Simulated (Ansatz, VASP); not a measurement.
# One calculation of CoSi, two programs

```
CELL_PARAMETERS angstrom
0.00000 2.54154 2.54154
2.54154 0.00000 2.54154
2.54154 2.54154 0.00000
ATOMIC_POSITIONS crystal
Co 0.75000 0.75000 0.75000
Si 0.00000 0.00000 0.00000
```

Change from the starting cell: species swapped into the CdTe type (F-43m, No. 216).

Alike in both runs: task relaxation of cell and atoms; functional PBE; k mesh 18 × 18 × 18; occupations gaussian, width 0.1 eV; no spin polarisation.

```csv
,VASP,Ansatz
version,VASP 6.6.1,Ansatz 0.2.0
potentials or method,"VASP PAW PBE potentials, release 64 (Co, Si), cutoff 600 eV","scalar-relativistic, plane waves, PAW"
valence electrons in the cell,13,21
```

Ansatz gave:

| Item | Value |
| --- | --- |
| gap on the k mesh at the Fermi level, each at its own relaxed structure (eV) | none |
| relaxed volume (Å³/atom) | 16.46 |
| relaxed cell length with the largest relative difference (Å) | 3.597 |

Problem. What did VASP give for the same quantities?

Solution. gap on the k mesh at the Fermi level, each at its own relaxed structure (eV): none; relaxed volume (Å³/atom): 16.45; relaxed cell length with the largest relative difference (Å): 3.597.

A gap of «none» marks a metal or a gap that the smearing closes. VASP's potentials hold 13 valence electrons a cell and Ansatz's 21, so a difference there can come from the potentials and not from the codes.
